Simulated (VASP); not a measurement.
Here is a VASP 6.6.1 calculation.

Contents of POSCAR:

```
KI
1.0
    4.2909400946      0.0000000000      0.0000000000
    0.0000000000      4.2909400946      0.0000000000
    0.0000000000      0.0000000000      4.2909400946
K I
1 1
Direct
    0.0000000000      0.0000000000      0.0000000000
    0.5000000000      0.5000000000      0.5000000000
```

Contents of INCAR.step1:

```
PREC = Accurate
ENCUT = 500
EDIFF = 1E-8
ISMEAR = 0
SIGMA = 0.01
LREAL = F
LASPH = T
NELM = 80
ALGO = Normal
LWAVE = T
LCHARG = F
METAGGA = R2SCAN
LMIXTAU = T
```

INCAR.step2

```
PREC = Accurate
ENCUT = 500
EDIFF = 1E-8
ISMEAR = 0
SIGMA = 0.01
LREAL = F
LASPH = T
NELM = 1
ALGO = Exact
LWAVE = T
LCHARG = F
METAGGA = R2SCAN
LMIXTAU = T
NBANDS = 136
LOPTICS = T
ISTART = 1
```

INCAR.step3

```
PREC = Accurate
ENCUT = 500
EDIFF = 1E-8
ISMEAR = 0
SIGMA = 0.01
LREAL = F
LASPH = T
ALGO = EVGW0
LWAVE = F
LCHARG = F
METAGGA = R2SCAN
LMIXTAU = T
NELMGW = 1
NBANDS = 136
ENCUTGW = 80.0
NOMEGA = 96
PRECFOCK = Fast
ISTART = 1
NBANDSGW = 16
OMEGAMAX = 20
```

Contents of KPOINTS:

```
Automatic mesh
0
Gamma
  6 6 6
```

Potentials or basis: VASP PAW PBE potentials, release 64 (K_sv_GW, I_GW).

Command:

```console
$ cat potpaw_PBE.64/K_sv_GW/POTCAR potpaw_PBE.64/I_GW/POTCAR > POTCAR
$ cp INCAR.step1 INCAR
$ mpirun -np 1 vasp_std > vasp.out
$ cp INCAR.step2 INCAR
$ mpirun -np 1 vasp_std > vasp.out
$ cp INCAR.step3 INCAR
$ mpirun -np 1 vasp_std > vasp.out
```

(1) What does it give for the quasiparticle gap?

(2) What does it give for the least direct quasiparticle gap?

(3) What does it give for the least direct gap of the starting levels on the mesh?

(4) Predict the band gap of the starting levels on the mesh.

## Answers

(1) 5.44 eV.

(2) 5.86 eV.

(3) 4.41 eV.

(4) 4.04 eV.

Caveat: bands, screening cutoff and mesh are small and nothing is extrapolated, so the quasiparticle values aren't converged; the structure was generated, so it needn't be the stable form of KI; spin-orbit coupling is left out, which moves the levels of the heavy elements.
